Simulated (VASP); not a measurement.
# Sn3SeS2 (I4/mmm) in VASP: single point with PBE

Aim: the single point of Sn3SeS2 with PBE.

All numbers are computed with VASP 6.6.1; they aren't measurements. Logs are shortened: lines on timing, memory, paths and dates and some standing lists are left out, and cuts for length are marked.

## (1) The cell of the first run

The structure is tetragonal, space group I4/mmm (No. 139). The conventional cell has a = 4.222 Å, b = 4.222 Å, c = 17.914 Å, α = 90.00°, β = 90.00°, γ = 90.00°. Within 3.9 Å of Sn (site symmetry 4mm) lie 5 S at 2.99 Å and 1 Se at 2.99 Å. Sn (site symmetry 4/mmm) has 4 Se at 2.99 Å and 2 S at 2.99 Å within 3.9 Å. Within 3.9 Å of Se (site symmetry 4/mmm) lie 6 Sn at 2.99 Å. S (site symmetry 4mm) has 6 Sn at 2.99 Å within 3.9 Å.

## (2) Single point, PBE

Contents of INCAR:

```
SYSTEM = Sn3SeS2
ALGO = Normal ; EDIFF = 1E-7
ENCUT = 520 ; GGA = PE
ISIF = 2 ; ISMEAR = 0
LASPH = .TRUE. ; LCHARG = .FALSE.
LREAL = .FALSE. ; LWAVE = .FALSE.
NBANDS = 39 ; NELM = 60
PREC = Accurate ; SIGMA = 0.1
```

Contents of KPOINTS:

```
k-points
0
G
  6 6 6
  0 0 0
```

Contents of POSCAR:

```
Sn3SeS2
1.0
   -2.1111785400      2.1111785400      8.9569719700
    2.1111785400     -2.1111785400      8.9569719700
    2.1111785400      2.1111785400     -8.9569719700
Sn Se S
3 1 2
Direct
    0.8333333300      0.8333333300      0.0000000000
    0.5000000000      0.5000000000      0.0000000000
    0.1666666700      0.1666666700      0.0000000000
    0.0000000000      0.0000000000      0.0000000000
    0.6666666700      0.6666666700      0.0000000000
    0.3333333300      0.3333333300      0.0000000000
```

Potentials or basis: VASP PAW PBE potentials, release 64 (Sn_d, Se, S).

Started as:

```
$ cat potpaw_PBE.64/Sn_d/POTCAR potpaw_PBE.64/Se/POTCAR potpaw_PBE.64/S/POTCAR > POTCAR
$ mpirun -np 1 vasp_std > vasp.out
```

OUTCAR:

```text
SYSTEM = Sn3SeS2
   EDIFF = 1E-7
   ENCUT = 520
   GGA = PE
   ISIF = 2
   ISMEAR = 0
   LASPH = .TRUE.
   LREAL = .FALSE.
   NELM = 60
   PREC = Accurate

 ion  position               nearest neighbor table
   1  0.833  0.833  0.000-   5 2.99   6 2.99   6 2.99   6 2.99   6 2.99   4 2.99
   2  0.500  0.500  0.000-   4 2.99   4 2.99   4 2.99   4 2.99   6 2.99   5 2.99
   3  0.167  0.167  0.000-   6 2.99   5 2.99   5 2.99   5 2.99   5 2.99   4 2.99
   4  0.000  0.000  0.000-   2 2.99   2 2.99   2 2.99   2 2.99   3 2.99   1 2.99
   5  0.667  0.667  0.000-   1 2.99   3 2.99   3 2.99   3 2.99   3 2.99   2 2.99
   6  0.333  0.333  0.000-   3 2.99   1 2.99   1 2.99   1 2.99   1 2.99   2 2.99

  LATTYP: Found a body centered tetragonal cell.
 ALAT       =     4.2223570800
 C/A-ratio  =     4.2426406864

  Lattice vectors:

 A1 = (  -2.1111785400,   2.1111785400,   8.9569719700)
 A2 = (   2.1111785400,  -2.1111785400,   8.9569719700)
 A3 = (   2.1111785400,   2.1111785400,  -8.9569719700)

Analysis of symmetry for initial positions (statically):
=====================================================================
 Subroutine PRICEL returns:
 Original cell was already a primitive cell.

 Routine SETGRP: Setting up the symmetry group for a
 body centered tetragonal supercell.

 Subroutine GETGRP returns: Found 16 space group operations
 (whereof 16 operations were pure point group operations)
 out of a pool of 16 trial point group operations.

The static configuration has the point symmetry D_4h.

Analysis of symmetry for dynamics (positions and initial velocities):
=====================================================================
 Subroutine PRICEL returns:
 Original cell was already a primitive cell.

 Routine SETGRP: Setting up the symmetry group for a
 body centered tetragonal supercell.

 Subroutine GETGRP returns: Found 16 space group operations
 (whereof 16 operations were pure point group operations)
 out of a pool of 16 trial point group operations.

The dynamic configuration has the point symmetry D_4h.

 Subroutine INISYM returns: Found 16 space group operations
 (whereof 16 operations are pure point group operations),
 and found     1 'primitive' translations

----------------------------------------------------------------------------------------

                                     Primitive cell

  volume of cell :     159.6876

  direct lattice vectors                    reciprocal lattice vectors
    -2.111178540  2.111178540  8.956971970     0.000000000  0.236834541  0.055822437
     2.111178540 -2.111178540  8.956971970     0.236834541  0.000000000  0.055822437
     2.111178540  2.111178540 -8.956971970     0.236834541  0.236834541  0.000000000

  length of vectors
     9.441477455  9.441477455  9.441477455     0.243324360  0.243324360  0.334934620

  position of ions in fractional coordinates (direct lattice)
     0.833333330  0.833333330  0.000000000
     0.500000000  0.500000000  0.000000000
     0.166666670  0.166666670  0.000000000
     0.000000000  0.000000000  0.000000000
     0.666666670  0.666666670  0.000000000
     0.333333330  0.333333330  0.000000000

  ion indices of the primitive-cell ions
   primitive index   ion index
                 1           1
                 2           2
                 3           3
                 4           4
                 5           5
                 6           6

----------------------------------------------------------------------------------------

 KPOINTS: k-points

Automatic generation of k-mesh.
 Grid dimensions read from file:
 generate k-points for:    6    6    6

 Generating k-lattice:

  Cartesian coordinates                     Fractional coordinates (reciprocal lattice)
     0.000000000  0.039472423  0.009303739     0.166666667  0.000000000 -0.000000000
     0.039472423  0.000000000  0.009303739     0.000000000  0.166666667 -0.000000000
     0.039472423  0.039472423  0.000000000     0.000000000  0.000000000  0.166666667

  Length of vectors
     0.040554060  0.040554060  0.055822437

  Shift w.r.t. Gamma in fractional coordinates (k-lattice)
     0.000000000  0.000000000  0.000000000

 Subroutine IBZKPT returns following result:
 ===========================================

 Found     30 irreducible k-points:

 Following reciprocal coordinates:
            Coordinates               Weight
  0.000000  0.000000  0.000000      1.000000
  0.166667  0.000000 -0.000000      8.000000
  0.333333  0.000000  0.000000      8.000000
  0.500000  0.000000 -0.000000      4.000000
  0.166667  0.166667  0.000000      8.000000
  0.333333  0.166667  0.000000     16.000000
[... 16 lines left out ...]
 -0.333333 -0.333333  0.166667      8.000000
 -0.166667 -0.333333  0.166667      8.000000
 [... further k-points ...]
   k-points           NKPTS =     30   k-points in BZ     NKDIM =     30   number of bands    NBANDS=     39
   number of dos      NEDOS =    301   number of ions     NIONS =      6
   total plane-waves  NPLWV = 343000
   dimension x,y,z NGX =    70 NGY =   70 NGZ =   70
   dimension x,y,z NGXF=   140 NGYF=  140 NGZF=  140
   ions per type =               3   1   2
   NGX,Y,Z   is equivalent  to a cutoff of  12.33, 12.33, 12.33 a.u.
   NGXF,Y,Z  is equivalent  to a cutoff of  24.65, 24.65, 24.65 a.u.
 SYSTEM =  Sn3SeS2
   PREC   = accura    normal or accurate (medium, high low for compatibility)
   ISTART =      0    job   : 0-new  1-cont  2-samecut
   ICHARG =      2    charge: 1-file 2-atom 10-const
   ISPIN  =      1    spin polarized calculation?
   LNONCOLLINEAR =      F non collinear calculations
   LSORBIT =      F    spin-orbit coupling
   LASPH  =      T    aspherical Exc in radial PAW
   ENCUT  =  520.0 eV  38.22 Ry    6.18 a.u.  17.55 17.55 17.55*2*pi/ulx,y,z
   NELM   =     60;   NELMIN=  2; NELMDL= -5     # of ELM steps
   EDIFF  = 0.1E-06   stopping-criterion for ELM
   LREAL  =      F    real-space projection
   EDIFFG = 0.1E-05   stopping-criterion for IOM
   NSW    =      0    number of steps for IOM
   IBRION =     -1    ionic relax: 0-MD 1-quasi-New 2-CG
   NFREE  =      0    steps in history (QN), initial steepest desc. (CG)
   ISIF   =      2    stress and relaxation
   ISYM   =      2    0-nonsym 1-usesym 2-fastsym
   POTIM  = 0.5000    time-step for ionic-motion
   TEBEG  =    0.0;   TEEND  =   0.0 temperature during run
   PSTRESS=    0.0 pullay stress
   NELECT =      60.0000    total number of electrons
   NUPDOWN=      -1.0000    fix difference up-down
   EMIN   =  10.00;   EMAX   =-10.00  energy-range for DOS
   EFERMI =   0.00;   METHOD = LEGACY
   ISMEAR =     0;   SIGMA  =   0.10  broadening in eV -4-tet -1-fermi 0-gaus
   EFERMI_NEDOS =   21; number of points for ismear=-14 and -15
   IALGO  =     38    algorithm
   IMIX   =      4    mixing-type and parameters
     AMIX     =   0.40;   BMIX     =  1.00
     AMIX_MAG =   1.60;   BMIX_MAG =  1.00
  volume/ion in A,a.u.               =      26.61       179.60
  Fermi-wavevector in a.u.,A,eV,Ry     =   1.181322  2.232374 18.987217  1.395521
  Thomas-Fermi vector in A             =   2.317597
   LORBIT       =      0    0 simple, 1 ext, 2 COOP (PROOUT), +10 PAW based schemes
   GGA     = PE    functional components
   LHFCALC =     F    Hartree Fock is set to
   AEXX    =    0.0000 exact exchange contribution
   IVDW    =     0    specifies the selected vdW correction
   LEPSILON=     F    determine dielectric tensor
   LRPA    =     F    only Hartree local field effects (RPA)
 non-spin polarized calculation
 Gauss-broadening in eV      SIGMA  =   0.10
  energy-cutoff  :      520.00
  volume of cell :      159.69
 maximum number of plane-waves:      4337
   NGX = 35   NGY = 35   NGZ = 35

 number of electron      60.0000003 magnetization

 Free energy of the ion-electron system (eV)
  ---------------------------------------------------
  ext. energy  EPLUGINS =         0.00000000
  ---------------------------------------------------
  free energy    TOTEN  =       -25.69692157 eV

  energy without entropy =      -25.69568531  energy(sigma->0) =      -25.69630344

 E-fermi :   5.8593     XC(G=0):  -9.5176

 val. band max:        5.7350008267   @ k =  -0.1667   0.3333   0.1667
 cond. band min:       5.9716147211   @ k =  -0.1667   0.3333   0.1667
 fundamental gap:      0.2366138944
 Fermi energy:         5.8592930875

 k-point     1 :       0.0000    0.0000    0.0000
  band No.  band energies     occupation
      1     -15.9830      2.00000
      2     -15.9788      2.00000
      3     -15.9771      2.00000
      4     -15.9757      2.00000
      5     -15.9705      2.00000
      6     -15.9705      2.00000
[... 31 lines left out ...]
     38      10.2482      0.00000
     39      10.2482      0.00000

 k-point     2 :       0.1667    0.0000   -0.0000
  band No.  band energies     occupation
      1     -15.9815      2.00000
      2     -15.9758      2.00000
      3     -15.9754      2.00000
      4     -15.9724      2.00000
      5     -15.9703      2.00000
      6     -15.9696      2.00000
[... 31 lines left out ...]
     38       9.6376      0.00000
     39       9.8160      0.00000

 k-point     3 :       0.3333    0.0000    0.0000
  band No.  band energies     occupation
      1     -15.9787      2.00000
      2     -15.9746      2.00000
      3     -15.9709      2.00000
      4     -15.9693      2.00000
      5     -15.9680      2.00000
      6     -15.9679      2.00000
[... 31 lines left out ...]
     38       9.1736      0.00000
     39       9.6874      0.00000

 k-point     4 :       0.5000    0.0000   -0.0000
  band No.  band energies     occupation
      1     -15.9762      2.00000
      2     -15.9754      2.00000
      3     -15.9710      2.00000
      4     -15.9698      2.00000
      5     -15.9692      2.00000
      6     -15.9691      2.00000
[... 31 lines left out ...]
     38       9.0776      0.00000
     39       9.4856      0.00000
[... 754 lines left out ...]
     38       8.4722      0.00000
     39      10.1151      0.00000

 k-point    23 :      -0.3333   -0.3333    0.1667
  band No.  band energies     occupation
      1     -15.9821      2.00000
      2     -15.9734      2.00000
      3     -15.9709      2.00000
      4     -15.9708      2.00000
      5     -15.9705      2.00000
      6     -15.9686      2.00000
[... 31 lines left out ...]
     38       9.7477      0.00000
     39      10.4341      0.00000

 k-point    24 :      -0.1667   -0.3333    0.1667
  band No.  band energies     occupation
      1     -15.9836      2.00000
      2     -15.9758      2.00000
      3     -15.9742      2.00000
      4     -15.9713      2.00000
      5     -15.9700      2.00000
      6     -15.9695      2.00000
[... 31 lines left out ...]
     38       9.8325      0.00000
     39      10.1566      0.00000

 [... further k-points ...]

------------------------ aborting loop because EDIFF is reached ----------------------------------------

  FORCE on cell =-STRESS in cart. coord.  units (eV):
  Direction    XX          YY          ZZ          XY          YZ          ZX
  --------------------------------------------------------------------------------------
  -------------------------------------------------------------------------------------
  Total       -1.2978967     -1.2978967     -1.2776060      0.0000000      0.0000000     -0.0000000
  in kB      -13.0220565    -13.0220565    -12.8184757      0.0000000      0.0000000     -0.0000000
  external PRESSURE =     -12.9541962 kB  Pullay stress =       0.0000000 kB

 VOLUME and BASIS-vectors are now :
 -----------------------------------------------------------------------------
  energy-cutoff  :      520.00
  volume of cell :      159.69
      direct lattice vectors                 reciprocal lattice vectors
    -2.111178540  2.111178540  8.956971970     0.000000000  0.236834541  0.055822437
     2.111178540 -2.111178540  8.956971970     0.236834541  0.000000000  0.055822437
     2.111178540  2.111178540 -8.956971970     0.236834541  0.236834541  0.000000000

 POSITION                                       TOTAL-FORCE (eV/Angst)
 -----------------------------------------------------------------------------------
      0.00000      0.00000     14.92829         0.000000      0.000000     -0.257531
      0.00000      0.00000      8.95697         0.000000      0.000000     -0.000000
      0.00000      0.00000      2.98566        -0.000000     -0.000000      0.257531
      0.00000      0.00000      0.00000         0.000000      0.000000     -0.000000
      0.00000      0.00000     11.94263        -0.000000     -0.000000     -0.041092
      0.00000      0.00000      5.97131         0.000000      0.000000      0.041092
 -----------------------------------------------------------------------------------
    total drift:                                0.000000     -0.000000     -0.000000

  FREE ENERGIE OF THE ION-ELECTRON SYSTEM (eV)
  ---------------------------------------------------
  free  energy   TOTEN  =       -25.6969215711 eV

  energy  without entropy=      -25.6956853080  energy(sigma->0) =      -25.69630344
```

Wall time 6.2 min (1 thread of Intel Xeon 6975P-C (Granite Rapids), shared host); peak memory 0.72 GiB.

What came out:

| Item | Value |
| --- | --- |
| Free energy | -25.6969 eV |
| Pressure | -1.3 GPa |
| Largest force | 0.258 eV/Å |
| Band gap on the k mesh | 0.24 eV, direct |

Forces in eV/Å, atoms in the order of the input:
```
Sn   0.000  0.000 -0.258
Sn   0.000  0.000  0.000
Sn   0.000  0.000  0.258
Se   0.000  0.000  0.000
S    0.000  0.000 -0.041
S    0.000  0.000  0.041
```

Caveat: spin-orbit coupling is left out, which moves the levels of the heavy elements.
